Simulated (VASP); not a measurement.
# WC (P-6m2) in VASP: electric field gradients with PBEsol

Aim: the electric field gradients of WC with PBEsol.

Everything below comes from runs of VASP 6.6.1. Logs are shortened: lines on timing, memory, paths and dates and some standing lists are left out, and cuts for length are marked.

### 1 The cell of the first run

Symmetry: P-6m2, No. 187, hexagonal system. Conventional cell: a = 2.881 Å, b = 2.881 Å, c = 2.810 Å, α = 90.00°, β = 90.00°, γ = 120.00°. Within 2.9 Å of W (site symmetry -6m2) lie 6 C at 2.18 Å and 8 W at 2.81 to 2.88 Å. C (site symmetry -6m2) has 6 W at 2.18 Å and 8 C at 2.81 to 2.88 Å within 2.9 Å.

### 2 Electric field gradients, PBEsol (10.10 Å³/atom)

Contents of INCAR:

```
SYSTEM = WC
PREC     = Accurate       ! precision mode
ENCUT    = 1000           ! plane-wave cutoff, eV
EDIFF    = 1E-8           ! SCF threshold, eV
ISMEAR   = -1             ! smearing method
SIGMA    = 0.05           ! smearing width, eV
LREAL    = .FALSE.        ! projectors in reciprocal space
LASPH    = .TRUE.         ! aspherical terms in the spheres
NELM     = 120            ! most SCF steps
ALGO     = Normal         ! electronic algorithm
ISIF     = 2              ! what is computed and relaxed
LWAVE    = .FALSE.        ! write WAVECAR
LCHARG   = .FALSE.        ! write CHGCAR
GGA      = PS             ! functional
LEFG     = .TRUE.       
NBANDS   = 16             ! bands
GGA_COMPAT= .FALSE.
```

Contents of KPOINTS:

```
Automatic mesh
0
G
  13 13 12
  0 0 0
```

Contents of POSCAR:

```
WC
1.0
    2.8810343969      0.0000000000      0.0000000000
   -1.4405171984      2.4950489769      0.0000000000
    0.0000000000      0.0000000000      2.8100128507
W C
1 1
Direct
    0.0000000000      0.0000000000      0.0000000000
    0.6666666667      0.3333333333      0.5000000000
```

Potentials or basis: VASP PAW PBE potentials, release 64 (W_sv, C_h).

Started as:

```console
> cat potpaw_PBE.64/W_sv/POTCAR potpaw_PBE.64/C_h/POTCAR > POTCAR
> mpirun -np 1 vasp_std > vasp.out
```

OUTCAR:

```text
SYSTEM = WC
   PREC = Accurate
   ENCUT = 1000
   EDIFF = 1E-8
   ISMEAR = -1
   LREAL = .FALSE.
   LASPH = .TRUE.
   NELM = 120
   ISIF = 2
   GGA = PS

 ion  position               nearest neighbor table
   1  0.000  0.000  0.000-   2 2.18   2 2.18   2 2.18   2 2.18   2 2.18   2 2.18
   2  0.667  0.333  0.500-   1 2.18   1 2.18   1 2.18   1 2.18   1 2.18   1 2.18

  LATTYP: Found a hexagonal cell.
 ALAT       =     2.8810343969
 C/A-ratio  =     0.9753485948

  Lattice vectors:

 A1 = (   2.8810343969,   0.0000000000,   0.0000000000)
 A2 = (  -1.4405171984,   2.4950489769,   0.0000000000)
 A3 = (   0.0000000000,   0.0000000000,   2.8100128507)

Analysis of symmetry for initial positions (statically):
=====================================================================
 Subroutine PRICEL returns:
 Original cell was already a primitive cell.

 Routine SETGRP: Setting up the symmetry group for a
 hexagonal supercell.

 Subroutine GETGRP returns: Found 12 space group operations
 (whereof 12 operations were pure point group operations)
 out of a pool of 24 trial point group operations.

The static configuration has the point symmetry D_3h.

Analysis of symmetry for dynamics (positions and initial velocities):
=====================================================================
 Subroutine PRICEL returns:
 Original cell was already a primitive cell.

 Routine SETGRP: Setting up the symmetry group for a
 hexagonal supercell.

 Subroutine GETGRP returns: Found 12 space group operations
 (whereof 12 operations were pure point group operations)
 out of a pool of 24 trial point group operations.

The dynamic configuration has the point symmetry D_3h.

 Subroutine INISYM returns: Found 12 space group operations
 (whereof 12 operations are pure point group operations),
 and found     1 'primitive' translations

----------------------------------------------------------------------------------------

                                     Primitive cell

  volume of cell :      20.1993

  direct lattice vectors                    reciprocal lattice vectors
     2.881034397  0.000000000  0.000000000     0.347097557  0.200396868  0.000000000
    -1.440517198  2.495048977  0.000000000     0.000000000  0.400793736  0.000000000
     0.000000000  0.000000000  2.810012851     0.000000000  0.000000000  0.355870259

  length of vectors
     2.881034397  2.881034397  2.810012851     0.400793736  0.400793736  0.355870259

  position of ions in fractional coordinates (direct lattice)
     0.000000000  0.000000000  0.000000000
     0.666666667  0.333333333  0.500000000

  ion indices of the primitive-cell ions
   primitive index   ion index
                 1           1
                 2           2

----------------------------------------------------------------------------------------

 KPOINTS: Automatic mesh

Automatic generation of k-mesh.
 Grid dimensions read from file:
 generate k-points for:   13   13   12

 Generating k-lattice:

  Cartesian coordinates                     Fractional coordinates (reciprocal lattice)
     0.026699812  0.015415144  0.000000000     0.076923077  0.000000000  0.000000000
     0.000000000  0.030830287  0.000000000     0.000000000  0.076923077  0.000000000
     0.000000000  0.000000000  0.029655855     0.000000000  0.000000000  0.083333333

  Length of vectors
     0.030830287  0.030830287  0.029655855

  Shift w.r.t. Gamma in fractional coordinates (k-lattice)
     0.000000000  0.000000000  0.000000000

 Subroutine IBZKPT returns following result:
 ===========================================

 Found    147 irreducible k-points:

 Following reciprocal coordinates:
            Coordinates               Weight
  0.000000  0.000000  0.000000      1.000000
  0.076923 -0.000000  0.000000      6.000000
  0.153846 -0.000000  0.000000      6.000000
  0.230769 -0.000000  0.000000      6.000000
  0.307692 -0.000000  0.000000      6.000000
  0.384615 -0.000000  0.000000      6.000000
[... 16 lines left out ...]
  0.076923 -0.000000  0.083333     12.000000
  0.153846 -0.000000  0.083333     12.000000
 [... further k-points ...]
   k-points           NKPTS =    147   k-points in BZ     NKDIM =    147   number of bands    NBANDS=     16
   number of dos      NEDOS =    301   number of ions     NIONS =      2
   total plane-waves  NPLWV =  27000
   dimension x,y,z NGX =    30 NGY =   30 NGZ =   30
   dimension x,y,z NGXF=    60 NGYF=   60 NGZF=   60
   ions per type =               1   1
   NGX,Y,Z   is equivalent  to a cutoff of  17.31, 17.31, 17.75 a.u.
   NGXF,Y,Z  is equivalent  to a cutoff of  34.62, 34.62, 35.50 a.u.
 SYSTEM =  WC
   PREC   = accura    normal or accurate (medium, high low for compatibility)
   ISTART =      0    job   : 0-new  1-cont  2-samecut
   ICHARG =      2    charge: 1-file 2-atom 10-const
   ISPIN  =      1    spin polarized calculation?
   LNONCOLLINEAR =      F non collinear calculations
   LSORBIT =      F    spin-orbit coupling
   LASPH  =      T    aspherical Exc in radial PAW
   ENCUT  = 1000.0 eV  73.50 Ry    8.57 a.u.   7.43  7.43  7.25*2*pi/ulx,y,z
   NELM   =    120;   NELMIN=  2; NELMDL= -5     # of ELM steps
   EDIFF  = 0.1E-07   stopping-criterion for ELM
   LREAL  =      F    real-space projection
   EDIFFG = 0.1E-06   stopping-criterion for IOM
   NSW    =      0    number of steps for IOM
   IBRION =     -1    ionic relax: 0-MD 1-quasi-New 2-CG
   NFREE  =      0    steps in history (QN), initial steepest desc. (CG)
   ISIF   =      2    stress and relaxation
   ISYM   =      2    0-nonsym 1-usesym 2-fastsym
   POTIM  = 0.5000    time-step for ionic-motion
   TEBEG  =    0.0;   TEEND  =   0.0 temperature during run
   PSTRESS=    0.0 pullay stress
   NELECT =      18.0000    total number of electrons
   NUPDOWN=      -1.0000    fix difference up-down
   EMIN   =  10.00;   EMAX   =-10.00  energy-range for DOS
   EFERMI =   0.00;   METHOD = LEGACY
   ISMEAR =    -1;   SIGMA  =   0.05  broadening in eV -4-tet -1-fermi 0-gaus
   EFERMI_NEDOS =   21; number of points for ismear=-14 and -15
   IALGO  =     38    algorithm
   IMIX   =      4    mixing-type and parameters
     AMIX     =   0.40;   BMIX     =  1.00
     AMIX_MAG =   1.60;   BMIX_MAG =  1.00
  volume/ion in A,a.u.               =      10.10        68.16
  Fermi-wavevector in a.u.,A,eV,Ry     =   1.575386  2.977048 33.767509  2.481842
  Thomas-Fermi vector in A             =   2.676378
   LORBIT       =      0    0 simple, 1 ext, 2 COOP (PROOUT), +10 PAW based schemes
   GGA     = PS    functional components
   LHFCALC =     F    Hartree Fock is set to
   AEXX    =    0.0000 exact exchange contribution
   IVDW    =     0    specifies the selected vdW correction
   LEPSILON=     F    determine dielectric tensor
   LRPA    =     F    only Hartree local field effects (RPA)
 non-spin polarized calculation
  energy-cutoff  :     1000.00
  volume of cell :       20.20
 maximum number of plane-waves:      1485
 NGX is ok and might be reduce to    30
   NGX = 15   NGY = 15   NGZ = 15

 number of electron      18.0000001 magnetization

 Free energy of the ion-electron system (eV)
  ---------------------------------------------------
  ext. energy  EPLUGINS =         0.00000000
  ---------------------------------------------------
  free energy    TOTEN  =       -23.89583722 eV

  energy without entropy =      -23.89327717  energy(sigma->0) =      -23.89455720

 E-fermi :  11.6780     XC(G=0): -14.1173

 val. band max:       11.6769769179   @ k =   0.4615   0.0769   0.4167
 cond. band min:      11.7479308843   @ k =   0.4615  -0.0000   0.4167
 fundamental gap:      0.0709539664
 Fermi energy:        11.6779807621

 k-point     1 :       0.0000    0.0000    0.0000
  band No.  band energies     occupation
      1     -62.2119      2.00000
      2     -26.1966      2.00000
      3     -26.0870      2.00000
      4     -26.0870      2.00000
      5      -2.9747      2.00000
      6       7.1769      2.00000
[... 8 lines left out ...]
     15      26.2470      0.00000
     16      28.6099      0.00000

 k-point     2 :       0.0769   -0.0000    0.0000
  band No.  band energies     occupation
      1     -62.2082      2.00000
      2     -26.1895      2.00000
      3     -26.1418      2.00000
      4     -26.0993      2.00000
      5      -2.8123      2.00000
      6       7.2244      2.00000
[... 8 lines left out ...]
     15      25.9009      0.00000
     16      28.9486      0.00000
[... 387 lines left out ...]
      5      -2.6383      2.00000
      6       7.1774      2.00000
[... 8 lines left out ...]
     15      26.0741      0.00000
     16      28.9361      0.00000

 k-point    24 :       0.1538   -0.0000    0.0833
  band No.  band energies     occupation
      1     -62.1945      2.00000
      2     -26.2868      2.00000
      3     -26.2261      2.00000
      4     -26.1280      2.00000
      5      -2.1882      2.00000
      6       7.0026      2.00000
[... 8 lines left out ...]
     15      25.4274      0.00000
     16      29.7781      0.00000

 [... further k-points ...]
[... 5 lines left out ...]
  --------------------------------------------------------------------------------------
  -------------------------------------------------------------------------------------
  Total        1.1037219      1.1037219      1.2479485      0.0000000      0.0000000      0.0000000
  in kB       87.5456188     87.5456188     98.9854602      0.0000000      0.0000000      0.0000000
  external PRESSURE =      91.3588993 kB  Pullay stress =       0.0000000 kB

 VOLUME and BASIS-vectors are now :
 -----------------------------------------------------------------------------
  energy-cutoff  :     1000.00
  volume of cell :       20.20
      direct lattice vectors                 reciprocal lattice vectors
     2.881034397  0.000000000  0.000000000     0.347097557  0.200396868  0.000000000
    -1.440517198  2.495048977  0.000000000     0.000000000  0.400793736  0.000000000
     0.000000000  0.000000000  2.810012851     0.000000000  0.000000000  0.355870259

 POSITION                                       TOTAL-FORCE (eV/Angst)
 -----------------------------------------------------------------------------------
      0.00000      0.00000      0.00000        -0.000000     -0.000000      0.000000
      1.44052      0.83168      1.40501         0.000000      0.000000      0.000000
 -----------------------------------------------------------------------------------
    total drift:                               -0.000000      0.000000      0.000000

  FREE ENERGIE OF THE ION-ELECTRON SYSTEM (eV)
  ---------------------------------------------------
  free  energy   TOTEN  =       -23.8958372210 eV

  energy  without entropy=      -23.8932771715  energy(sigma->0) =      -23.89455720

 Electric field gradients (V/A^2)
---------------------------------------------------------------------
 ion       V_xx      V_yy      V_zz      V_xy      V_xz      V_yz
---------------------------------------------------------------------
   1      77.903    77.903  -155.807    -0.000     0.000     0.000
   2      -0.166    -0.166     0.332     0.000     0.000    -0.000
---------------------------------------------------------------------

 Electric field gradients after diagonalization (V/A^2)
 (convention: |V_zz| > |V_xx| > |V_yy|)
----------------------------------------------------------------------
 ion       V_xx      V_yy      V_zz     asymmetry (V_yy - V_xx)/ V_zz
----------------------------------------------------------------------
   1      77.904    77.903  -155.807       0.000
   2      -0.166    -0.166     0.332       0.001
----------------------------------------------------------------------

           NMR quadrupolar parameters

 Cq : quadrupolar parameter    Cq=e*Q*V_zz/h
 eta: asymmetry parameters     (V_yy - V_xx)/ V_zz
 Q  : nuclear electric quadrupole moment in mb (millibarn)
----------------------------------------------------------------------
 ion       Cq(MHz)       eta       Q (mb)
----------------------------------------------------------------------
   1      -0.377       0.000       1.000
   2       0.001       0.001       1.000
----------------------------------------------------------------------
```

Run time: 51 s. Hardware: 1 thread of Intel Xeon 6975P-C (Granite Rapids), shared host; peak memory 0.27 GiB.

What came out:

```yaml
Free_energy: -23.8958 eV
Pressure: 9.1 GPa
Band_gap_on_the_k_mesh: zero (bands 9 and 10 overlap by 1.30 eV)
Largest_electric_field_gradient_by_atom: W -155.8; C +0.3 V/Å²
```

Levels at points of the mesh, in eV from the Fermi level:
```csv
k point,band 5,band 6,band 7,band 8,band 9,band 10,band 11,band 12,band 13,band 14
"(0.00, 0.00, 0.00)",-14.65,-4.50,-3.46,-3.46,0.11,3.34,3.34,5.79,5.79,6.56
"(0.00, 0.00, 0.50)",-10.41,-8.86,-2.10,-2.10,-0.64,-0.64,3.80,4.58,4.58,10.13
```

Electric field gradients, principal values (V/Å²):
| atom | least | middle | greatest (by size) |
| --- | --- | --- | --- |
| 1 W | 77.903 | 77.904 | -155.807 |
| 2 C | -0.166 | -0.166 | 0.332 |

Caveat: the cell stands under pressure; without QUAD_EFG the Cq values of the log hold for a quadrupole moment of 1 mb, not for the nuclei; the PAW data sets were made with another functional, which shifts forces and pressure a little; spin-orbit coupling is left out, which moves the levels of the heavy elements.

The gap in the log of VASP goes by the Fermi energy; the results here count the filled bands.